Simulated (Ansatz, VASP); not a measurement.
## ScTa2N3 in VASP and in Ansatz

```xyz
6
Lattice="2.5235 1.4570 3.6471 -2.5235 1.4570 3.6471 0.0000 -2.9139 3.6471" Properties=species:S:1:pos:R:3 pbc="T T T"
Sc    0.0000    0.0000    0.0000
Ta    0.0000    0.0000    6.8939
Ta    0.0000    0.0000    4.0474
N    -1.2618    0.7285    1.8235
N     1.2618    0.7285    1.8235
N     0.0000   -1.4570    1.8235
```

Change from the starting cell: species swapped into the Dy2AlCo3 type (R-3m, No. 166).

Alike in both runs: task relaxation of cell and atoms; functional PBE; k mesh 6 × 6 × 6; occupations gaussian, width 0.1 eV; no spin polarisation.

```csv
,VASP,Ansatz
version,VASP 6.6.1,Ansatz 0.2.0
potentials or method,"VASP PAW PBE potentials, release 64 (Sc_sv, Ta_pv, N), cutoff 600 eV","scalar-relativistic, plane waves, PAW"
valence electrons in the cell,48,52
```

|  | VASP | Ansatz | Ansatz less VASP |
| --- | --- | --- | --- |
| gap on the k mesh at the Fermi level, each at its own relaxed structure (eV) | none | none | - |
| relaxed volume (Å³/atom) | 13.56 | 13.53 | -0.025 |
| relaxed length of the cell vector where the two differ most in proportion (Å) | 4.394 | 4.390 | -0.0036 |

A gap of «none» marks a metal or a gap that the smearing closes. VASP's potentials hold 48 valence electrons a cell and Ansatz's 52, so a difference there can come from the potentials and not from the codes.

Neither program's run includes spin-orbit coupling.
